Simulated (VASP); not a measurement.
# CoO (Fm-3m) in VASP: further runs

CoO is run at these levels: PBE; tasks: single point.

Everything below comes from runs of VASP 6.6.1. Logs are shortened: lines on timing, memory, paths and dates and some standing lists are left out, and cuts for length are marked.

### 1 The cell of the first run

Symmetry: Fm-3m, No. 225, cubic system. The conventional cell has a = 4.249 Å, b = 4.249 Å, c = 4.249 Å, α = 90.00°, β = 90.00°, γ = 90.00°. Co (site symmetry m-3m) has 6 O at 2.12 Å within 2.8 Å. O (site symmetry m-3m) has 6 Co at 2.12 Å within 2.8 Å.

### 2 Single point, PBE, collinear spin, antiferromagnetic start

File INCAR:

```
PREC = Accurate ; ENCUT = 520
EDIFF = 1E-6 ; ISMEAR = 0
SIGMA = 0.05 ; LREAL = False
LASPH = True ; NELM = 150
ALGO = Normal ; ISIF = 2
LWAVE = False ; LCHARG = False
ISPIN = 2 ; MAGMOM = 3 -3 0 0
LORBIT = 11 ; LMAXMIX = 4
GGA = PE ; NBANDS = 27
```

File KPOINTS:

```
Automatic mesh
0
Gamma
  10 10 6
```

File POSCAR:

```
CoO
1.0
    0.0000000000      2.1245315500     -2.1245315500
    0.0000000000      2.1245315500      2.1245315500
    4.2490631000      0.0000000000      0.0000000000
Co O
2 2
Direct
    0.0000000000      0.0000000000      0.0000000000
    0.5000000000      0.5000000000      0.5000000000
    0.0000000000      1.0000000000      0.5000000000
    0.5000000000      1.5000000000      1.0000000000
```

Potentials or basis: VASP PAW PBE potentials, release 64 (Co, O).

Launch:

```sh
$ cat potpaw_PBE.64/Co/POTCAR potpaw_PBE.64/O/POTCAR > POTCAR
$ mpirun -np 1 vasp_std > vasp.out
```

OUTCAR:

```text
PREC = Accurate
   ENCUT = 520
   EDIFF = 1E-6
   ISMEAR = 0
   LREAL = False
   LASPH = True
   NELM = 150
   ISIF = 2
   ISPIN = 2
   LORBIT = 11
   GGA = PE

 ion  position               nearest neighbor table
   1  0.000  0.000  0.000-   3 2.12   4 2.12   3 2.12   4 2.12   4 2.12   4 2.12   2 3.00   2 3.00
                             2 3.00   2 3.00   2 3.00   2 3.00   2 3.00   2 3.00
   2  0.500  0.500  0.500-   3 2.12   4 2.12   4 2.12   3 2.12   3 2.12   3 2.12   1 3.00   1 3.00
                             1 3.00   1 3.00   1 3.00   1 3.00   1 3.00   1 3.00
   3  0.000  0.000  0.500-   1 2.12   2 2.12   1 2.12   2 2.12   2 2.12   2 2.12
   4  0.500  0.500  0.000-   1 2.12   2 2.12   2 2.12   1 2.12   1 2.12   1 2.12

  LATTYP: Found a simple tetragonal cell.
 ALAT       =     3.0045413317
 C/A-ratio  =     1.4142135624

  Lattice vectors:

 A1 = (   0.0000000000,   2.1245315500,  -2.1245315500)
 A2 = (   0.0000000000,   2.1245315500,   2.1245315500)
 A3 = (   4.2490631000,   0.0000000000,   0.0000000000)

Analysis of symmetry for initial positions (statically):
=====================================================================
 Subroutine PRICEL returns following result:

  LATTYP: Found a face centered cubic cell.
 ALAT       =     4.2490631000

  Lattice vectors:

 A1 = (  -2.1245315500,  -2.1245315500,   0.0000000000)
 A2 = (  -2.1245315500,   0.0000000000,  -2.1245315500)
 A3 = (  -0.0000000000,  -2.1245315500,  -2.1245315500)

   2 primitive cells build up your supercell.

 Routine SETGRP: Setting up the symmetry group for a
 simple tetragonal supercell.

 Subroutine GETGRP returns: Found 16 space group operations
 (whereof 16 operations were pure point group operations)
 out of a pool of 16 trial point group operations.

The static configuration has the point symmetry D_4h.

Analysis of symmetry for dynamics (positions and initial velocities):
=====================================================================
 Subroutine PRICEL returns following result:

  LATTYP: Found a face centered cubic cell.
 ALAT       =     4.2490631000

  Lattice vectors:

 A1 = (  -2.1245315500,  -2.1245315500,   0.0000000000)
 A2 = (  -2.1245315500,   0.0000000000,  -2.1245315500)
 A3 = (  -0.0000000000,  -2.1245315500,  -2.1245315500)

   2 primitive cells build up your supercell.

 Routine SETGRP: Setting up the symmetry group for a
 simple tetragonal supercell.

 Subroutine GETGRP returns: Found 16 space group operations
 (whereof 16 operations were pure point group operations)
 out of a pool of 16 trial point group operations.

The dynamic configuration has the point symmetry D_4h.

Analysis of structural, dynamic, and magnetic symmetry:
=====================================================================
 Subroutine PRICEL returns following result:

  LATTYP: Found a face centered cubic cell.
 ALAT       =     4.2490631000

  Lattice vectors:

 A1 = (  -2.1245315500,  -2.1245315500,   0.0000000000)
 A2 = (  -2.1245315500,   0.0000000000,  -2.1245315500)
 A3 = (  -0.0000000000,  -2.1245315500,  -2.1245315500)

   2 primitive cells build up your supercell.

 Routine SETGRP: Setting up the symmetry group for a
 simple tetragonal supercell.

 Subroutine GETGRP returns: Found 16 space group operations
 (whereof 16 operations were pure point group operations)
 out of a pool of 16 trial point group operations.

The overall configuration has the point symmetry D_4h.

 Subroutine INISYM returns: Found 16 space group operations
 (whereof 16 operations are pure point group operations),
 and found     2 'primitive' translations

----------------------------------------------------------------------------------------

                                     Primitive cell

  volume of cell :      19.1787

  direct lattice vectors                    reciprocal lattice vectors
    -2.124531550 -2.124531550  0.000000000    -0.235345999 -0.235345999  0.235345999
    -2.124531550  0.000000000 -2.124531550    -0.235345999  0.235345999 -0.235345999
    -0.000000000 -2.124531550 -2.124531550     0.235345999 -0.235345999 -0.235345999

  length of vectors
     3.004541332  3.004541332  3.004541332     0.407631228  0.407631228  0.407631228

  position of ions in fractional coordinates (direct lattice)
     0.000000000  0.000000000  0.000000000
     0.500000000  0.500000000  0.500000000

  ion indices of the primitive-cell ions
   primitive index   ion index
                 1           1
                 2           3

----------------------------------------------------------------------------------------

 KPOINTS: Automatic mesh

Automatic generation of k-mesh.
 Grid dimensions read from file:
 generate k-points for:   10   10    6

 Generating k-lattice:

  Cartesian coordinates                     Fractional coordinates (reciprocal lattice)
     0.000000000  0.023534600 -0.023534600     0.100000000  0.000000000  0.000000000
     0.000000000  0.023534600  0.023534600     0.000000000  0.100000000  0.000000000
     0.039224333  0.000000000  0.000000000     0.000000000  0.000000000  0.166666667

  Length of vectors
     0.033282950  0.033282950  0.039224333

  Shift w.r.t. Gamma in fractional coordinates (k-lattice)
     0.000000000  0.000000000  0.000000000

 Subroutine IBZKPT returns following result:
 ===========================================

 Found     84 irreducible k-points:

 Following reciprocal coordinates:
            Coordinates               Weight
  0.000000  0.000000  0.000000      1.000000
  0.100000  0.000000  0.000000      4.000000
  0.200000  0.000000  0.000000      4.000000
  0.300000  0.000000  0.000000      4.000000
  0.400000  0.000000  0.000000      4.000000
  0.500000  0.000000  0.000000      2.000000
[... 16 lines left out ...]
  0.100000  0.000000  0.166667      8.000000
  0.200000  0.000000  0.166667      8.000000
 [... further k-points ...]
   k-points           NKPTS =     84   k-points in BZ     NKDIM =     84   number of bands    NBANDS=     27
   number of dos      NEDOS =    301   number of ions     NIONS =      4
   total plane-waves  NPLWV =  18432
   dimension x,y,z NGX =    24 NGY =   24 NGZ =   32
   dimension x,y,z NGXF=    48 NGYF=   48 NGZF=   64
   ions per type =               2   2
   NGX,Y,Z   is equivalent  to a cutoff of  13.28, 13.28, 12.52 a.u.
   NGXF,Y,Z  is equivalent  to a cutoff of  26.56, 26.56, 25.04 a.u.
 SYSTEM =  unknown system
   PREC   = accura    normal or accurate (medium, high low for compatibility)
   ISTART =      0    job   : 0-new  1-cont  2-samecut
   ICHARG =      2    charge: 1-file 2-atom 10-const
   ISPIN  =      2    spin polarized calculation?
   LNONCOLLINEAR =      F non collinear calculations
   LSORBIT =      F    spin-orbit coupling
   LASPH  =      T    aspherical Exc in radial PAW
   ENCUT  =  520.0 eV  38.22 Ry    6.18 a.u.   5.59  5.59  7.90*2*pi/ulx,y,z
   NELM   =    150;   NELMIN=  2; NELMDL= -5     # of ELM steps
   EDIFF  = 0.1E-05   stopping-criterion for ELM
   LREAL  =      F    real-space projection
   EDIFFG = 0.1E-04   stopping-criterion for IOM
   NSW    =      0    number of steps for IOM
   IBRION =     -1    ionic relax: 0-MD 1-quasi-New 2-CG
   NFREE  =      0    steps in history (QN), initial steepest desc. (CG)
   ISIF   =      2    stress and relaxation
   ISYM   =      2    0-nonsym 1-usesym 2-fastsym
   POTIM  = 0.5000    time-step for ionic-motion
   TEBEG  =    0.0;   TEEND  =   0.0 temperature during run
   PSTRESS=    0.0 pullay stress
   NELECT =      30.0000    total number of electrons
   NUPDOWN=      -1.0000    fix difference up-down
   EMIN   =  10.00;   EMAX   =-10.00  energy-range for DOS
   EFERMI =   0.00;   METHOD = LEGACY
   ISMEAR =     0;   SIGMA  =   0.05  broadening in eV -4-tet -1-fermi 0-gaus
   EFERMI_NEDOS =   21; number of points for ismear=-14 and -15
   IALGO  =     38    algorithm
   IMIX   =      4    mixing-type and parameters
     AMIX     =   0.40;   BMIX     =  1.00
     AMIX_MAG =   1.60;   BMIX_MAG =  1.00
  volume/ion in A,a.u.               =       9.59        64.71
  Fermi-wavevector in a.u.,A,eV,Ry     =   1.508338  2.850346 30.954399  2.275084
  Thomas-Fermi vector in A             =   2.618806
   LORBIT       =     11    0 simple, 1 ext, 2 COOP (PROOUT), +10 PAW based schemes
   GGA     = PE    functional components
   LHFCALC =     F    Hartree Fock is set to
   AEXX    =    0.0000 exact exchange contribution
   IVDW    =     0    specifies the selected vdW correction
   LEPSILON=     F    determine dielectric tensor
   LRPA    =     F    only Hartree local field effects (RPA)
 spin polarized calculation
 Gauss-broadening in eV      SIGMA  =   0.05
  energy-cutoff  :      520.00
  volume of cell :       38.36
 maximum number of plane-waves:      1056
 NGX is ok and might be reduce to    24

 number of electron      29.9999972 magnetization       0.0000000

 number of electron      29.9999972 magnetization      -0.0000000

 Free energy of the ion-electron system (eV)
  ---------------------------------------------------
  ext. energy  EPLUGINS =         0.00000000
  ---------------------------------------------------
  free energy    TOTEN  =       -25.99475207 eV

  energy without entropy =      -25.98555470  energy(sigma->0) =      -25.99015338

 E-fermi :   7.9592     XC(G=0): -12.4501

 val. band max:        7.9584626253   @ k =   0.4000   0.1000   0.1667
 cond. band min:       7.9685356273   @ k =   0.1000   0.1000   0.5000
 fundamental gap:      0.0100730020
 Fermi energy:         7.9592499108

 spin component 1

 k-point     1 :       0.0000    0.0000    0.0000
  band No.  band energies     occupation
      1     -12.1390      1.00000
      2     -10.8439      1.00000
      3       1.3086      1.00000
      4       3.7486      1.00000
      5       3.7486      1.00000
      6       4.3399      1.00000
[... 19 lines left out ...]
     26      26.4138      0.00000
     27      26.5271      0.00000

 k-point     2 :       0.1000    0.0000    0.0000
  band No.  band energies     occupation
      1     -12.0695      1.00000
      2     -10.8247      1.00000
      3       1.3655      1.00000
      4       3.1657      1.00000
      5       3.4740      1.00000
      6       4.3057      1.00000
[... 652 lines left out ...]
 k-point    24 :       0.2000    0.0000    0.1667
  band No.  band energies     occupation
      1     -11.7888      1.00000
      2     -10.8334      1.00000
      3       1.3072      1.00000
      4       2.3930      1.00000
      5       2.9054      1.00000
      6       2.9616      1.00000
[... 19 lines left out ...]
     26      25.1703      0.00000
     27      25.5759      0.00000

 [... further k-points ...]

 spin component 2

 k-point     1 :       0.0000    0.0000    0.0000
  band No.  band energies     occupation
      1     -12.1390      1.00000
      2     -10.8439      1.00000
      3       1.3086      1.00000
      4       3.7486      1.00000
      5       3.7486      1.00000
      6       4.3399      1.00000
[... 19 lines left out ...]
     26      26.4138      0.00000
     27      26.5271      0.00000

 k-point     2 :       0.1000    0.0000    0.0000
  band No.  band energies     occupation
      1     -12.0695      1.00000
      2     -10.8247      1.00000
      3       1.3655      1.00000
      4       3.1657      1.00000
      5       3.4740      1.00000
      6       4.3057      1.00000
[... 652 lines left out ...]
 k-point    24 :       0.2000    0.0000    0.1667
  band No.  band energies     occupation
      1     -11.7888      1.00000
      2     -10.8334      1.00000
      3       1.3072      1.00000
      4       2.3930      1.00000
      5       2.9054      1.00000
      6       2.9616      1.00000
[... 19 lines left out ...]
     26      25.1703      0.00000
     27      25.5759      0.00000

 [... further k-points ...]
[... 5 lines left out ...]
  --------------------------------------------------------------------------------------
  -------------------------------------------------------------------------------------
  Total        0.3254872     -1.3460098     -1.3460098      0.0000000      0.0000000     -0.0000000
  in kB       13.5954946    -56.2223841    -56.2223841      0.0000000      0.0000000     -0.0000000
  external PRESSURE =     -32.9497579 kB  Pullay stress =       0.0000000 kB

 VOLUME and BASIS-vectors are now :
 -----------------------------------------------------------------------------
  energy-cutoff  :      520.00
  volume of cell :       38.36
      direct lattice vectors                 reciprocal lattice vectors
     0.000000000  2.124531550 -2.124531550     0.000000000  0.235345999 -0.235345999
     0.000000000  2.124531550  2.124531550     0.000000000  0.235345999  0.235345999
     4.249063100  0.000000000  0.000000000     0.235345999  0.000000000  0.000000000

 POSITION                                       TOTAL-FORCE (eV/Angst)
 -----------------------------------------------------------------------------------
      0.00000      0.00000      0.00000         0.000000      0.000000      0.000000
      2.12453      2.12453      0.00000         0.000000     -0.000000     -0.000000
      2.12453      0.00000      0.00000         0.000000     -0.000000      0.000000
      0.00000      2.12453      0.00000        -0.000000      0.000000     -0.000000
 -----------------------------------------------------------------------------------
    total drift:                               -0.000000     -0.000000     -0.000000

  FREE ENERGIE OF THE ION-ELECTRON SYSTEM (eV)
  ---------------------------------------------------
  free  energy   TOTEN  =       -25.9947520684 eV

  energy  without entropy=      -25.9855546985  energy(sigma->0) =      -25.99015338

 total charge

# of ion       s       p       d       tot
------------------------------------------
    1        0.293   0.355   7.184   7.832
    2        0.293   0.355   7.184   7.832
    3        1.558   3.411   0.000   4.969
    4        1.558   3.411   0.000   4.969
--------------------------------------------------
tot          3.702   7.531  14.369  25.602

 magnetization (x)

# of ion       s       p       d       tot
------------------------------------------
    1        0.022   0.020   2.254   2.296
    2       -0.022  -0.020  -2.254  -2.296
    3       -0.010  -0.095   0.000  -0.105
    4        0.010   0.095   0.000   0.105
--------------------------------------------------
tot          0.000   0.000   0.000   0.000
```

Run time: 86 s. Hardware: 1 thread of Intel Xeon Platinum 8559C (Emerald Rapids), shared host; peak memory 0.25 GiB.

Results:

```yaml
Free_energy: -25.9948 eV
Pressure: -3.3 GPa
Band_gap_on_the_k_mesh: zero (filled and empty bands overlap)
Net_moment: 0.00 μB per cell
Site_moments: Co +2.30, -2.30; O -0.10, +0.10 μB
Valence_electrons_inside_the_program's_atomic_spheres: Co 7.83; O 4.97
```

Caveat: semilocal functionals often make such compounds metallic where correlation or magnetic order opens a gap, which also shifts bond lengths.

### 3 Single point, PBE, collinear spin, ferromagnetic start

This run uses another cell than the first one, of the same volume but with other edges.

File INCAR:

```
SYSTEM = CoO
PREC = Accurate
ENCUT = 520
EDIFF = 1E-7
ISMEAR = 0
SIGMA = 0.05
LREAL = .FALSE.
LASPH = .TRUE.
NELM = 150
ALGO = Normal
ISIF = 2
LWAVE = .FALSE.
LCHARG = .FALSE.
ISPIN = 2
MAGMOM = 3 3 0 0
LORBIT = 11
LMAXMIX = 4
GGA = PE
NBANDS = 27
```

File KPOINTS:

```
Automatic mesh
0
G
  10 10 10
  0 0 0
```

File POSCAR:

```
CoO
1.0
   -2.1245315500     -2.1245315500      4.2490631000
   -4.2490631000     -2.1245315500      2.1245315500
   -2.1245315500     -4.2490631000      2.1245315500
Co O
2 2
Direct
    0.0000000000      0.0000000000      0.0000000000
    0.5000000000      0.5000000000      0.5000000000
    1.2500000000     -0.7500000000     -0.7500000000
    1.7500000000     -0.2500000000     -0.2500000000
```

Potentials or basis: VASP PAW PBE potentials, release 64 (Co, O).

Launch:

```sh
$ cat potpaw_PBE.64/Co/POTCAR potpaw_PBE.64/O/POTCAR > POTCAR
$ mpirun -np 1 vasp_std > vasp.out
```

Run time: 18 min. Hardware: 1 thread of Oxide Virtual Turin-like, shared host; peak memory 0.37 GiB.

It converged, with:

- Free energy: -26.0984 eV
- Pressure: -0.8 GPa
- Net moment: 5.80 μB per cell
- Site moments: Co +2.55; O +0.30 μB
- Valence electrons inside the program's atomic spheres: Co 7.80; O 4.98

Levels at points of the mesh, in eV from the Fermi level:
Spin up:
```tsv
k point	band 15	band 16	band 17	band 18	band 19	band 20	band 21	band 22
(0.00, 0.00, 0.00)	-2.35	-1.80	0.12	0.12	1.04	5.09	9.41	13.49
(0.50, 0.00, 0.00)	-1.30	-1.30	-1.13	-1.13	7.00	7.00	9.28	9.28
(0.50, 0.50, 0.00)	-2.06	-1.80	0.12	0.12	5.09	5.92	9.41	9.87
(0.50, 0.50, 0.50)	-0.93	-0.93	-0.93	-0.93	3.73	3.73	11.61	11.61
```
Spin down:
```tsv
k point	band 10	band 11	band 12	band 13	band 14	band 15
(0.00, 0.00, 0.00)	-1.12	-1.12	-0.13	-0.13	0.05	0.05
(0.50, 0.00, 0.00)	-0.97	0.00	0.00	0.14	0.14	1.59
(0.50, 0.50, 0.00)	-0.13	-0.13	0.12	0.12	0.17	0.53
(0.50, 0.50, 0.50)	-0.60	-0.60	-0.60	-0.52	-0.52	1.57
```

Caveat: semilocal functionals often make such compounds metallic where correlation or magnetic order opens a gap, which also shifts bond lengths.

### 4 Single point, PBE, collinear spin, antiferromagnetic start

This run uses another cell than the first one, of the same volume but with other edges.

File INCAR:

```
SYSTEM = CoO
PREC = Accurate
ENCUT = 520
EDIFF = 1E-7
ISMEAR = 0
SIGMA = 0.05
LREAL = .False.
LASPH = .True.
NELM = 150
ALGO = Normal
ISIF = 2
LWAVE = .False.
LCHARG = .False.
ISPIN = 2
MAGMOM = 3 -3 0 0
LORBIT = 11
LMAXMIX = 4
GGA = PE
NBANDS = 27
```

File KPOINTS:

```
regular mesh
0
Gamma
  10 10 10
  0 0 0
```

POSCAR is that of step 3.

Launch:

```sh
$ cat potpaw_PBE.64/Co/POTCAR potpaw_PBE.64/O/POTCAR > POTCAR
$ mpirun -np 1 vasp_std > vasp.out
```

Wall time 20 min (1 thread of Oxide Virtual Turin-like, shared host); peak memory 0.37 GiB.

The run converged, but its numbers aren't listed here, since they failed a check.

Caveat: the result breaks the symmetry of the cell; semilocal functionals often make such compounds metallic where correlation or magnetic order opens a gap, which also shifts bond lengths.
